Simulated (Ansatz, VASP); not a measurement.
# One calculation of Ni, two programs

File INCAR:

```
SYSTEM = Ni
ALGO     = Normal         ! electronic algorithm
EDIFF    = 1E-8           ! SCF threshold, eV
ENCUT    = 520            ! plane-wave cutoff, eV
GGA      = PE             ! functional
ISIF     = 2              ! what is computed and relaxed
ISMEAR   = -1             ! smearing method
ISPIN    = 2              ! spin polarisation
LASPH    = .True.         ! aspherical terms in the spheres
LCHARG   = .False.        ! write CHGCAR
LEFG     = .True.       
LMAXMIX  = 4              ! l up to which the mixer works
LORBIT   = 11             ! projections on sites
LREAL    = .False.        ! projectors in reciprocal space
LWAVE    = .False.        ! write WAVECAR
MAGMOM   = 1.5            ! initial moments
NBANDS   = 15             ! bands
NELM     = 150            ! most SCF steps
PREC     = Accurate       ! precision mode
SIGMA    = 0.08           ! smearing width, eV
```

File KPOINTS:

```
k-points
0
Gamma
  18 18 18
  0 0 0
```

File POSCAR:

```
Ni
1.0
   -1.4193551125      1.4193551125      1.4193551125
    1.4193551125     -1.4193551125      1.4193551125
    1.4193551125      1.4193551125     -1.4193551125
Ni
1
Direct
    0.0000000000      0.0000000000      0.0000000000
```

Input for Ansatz:

```yaml
crystal:
  lattice:
    - [-1.4193551125, 1.4193551125, 1.4193551125]
    - [1.4193551125, -1.4193551125, 1.4193551125]
    - [1.4193551125, 1.4193551125, -1.4193551125]
  atoms:
    - { symbol: Ni, position: [0.0, 0.0, 0.0], spin: 1.5 }
magnetization:
  spin_polarized: true
kpoints:
  mp_grid: { grid: [18, 18, 18] }
scf:
  occupations: { method: fermi_dirac, width: 0.08 }
hamiltonian:
  xc: pbe
  pseudopotentials: { kind: all_electron, datasets: crystal }
output:
  forces: true
  stress: true
  eigenvalues: true
  efg: { contact_densities: true }
```

Change from the starting cell: volume scaled by 1.04, crystal datasets.

Alike in both runs: task electric field gradients; functional PBE; k mesh 18 × 18 × 18; occupations fermi-dirac, width 0.08 eV; collinear spin.

|  | VASP | Ansatz |
| --- | --- | --- |
| version | VASP 6.6.1 | Ansatz 0.2.0 |
| potentials or method | VASP PAW PBE potentials, release 64 (Ni), cutoff 520 eV | all-electron PAW with datasets made for the crystal, scalar-relativistic |

VASP gave:

- pressure (GPa): -6.7
- net moment per atom (μB): 0.57
- size of the moment on the site where the two differ most (μB): 0.58

Q: Which values does Ansatz return?

A: Pressure (GPa): -6.8; net moment per atom (μB): 0.58; size of the moment on the site where the two differ most (μB): 0.61.

Site moments also hang on the region over which each program counts them. Ansatz ran all-electron here, and VASP with PAW potentials. Ansatz's warnings: printed levels off.
